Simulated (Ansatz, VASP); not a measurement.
## Mo: VASP beside Ansatz

```
CELL_PARAMETERS angstrom
-1.57342 1.57342 1.57342
1.57342 -1.57342 1.57342
1.57342 1.57342 -1.57342
ATOMIC_POSITIONS crystal
Mo 0.00000 0.00000 0.00000
```

Alike in both runs: task single point; functional PBE; k mesh 13 × 13 × 13; no spin polarisation.

|  | VASP | Ansatz |
| --- | --- | --- |
| version | VASP 6.6.1 | Ansatz 0.2.0 |
| potentials or method | VASP PAW PBE potentials, release 64 (Mo_sv), cutoff 520 eV | plane waves, PAW |
| occupations | methfessel-paxton of order 1, width 0.1 eV | cold, width 0.1 eV |
| valence electrons in the cell | 14 | 14 |

|  | VASP | Ansatz | Ansatz less VASP |
| --- | --- | --- | --- |
| pressure (GPa) | 3.6 | 3.2 | -0.47 |
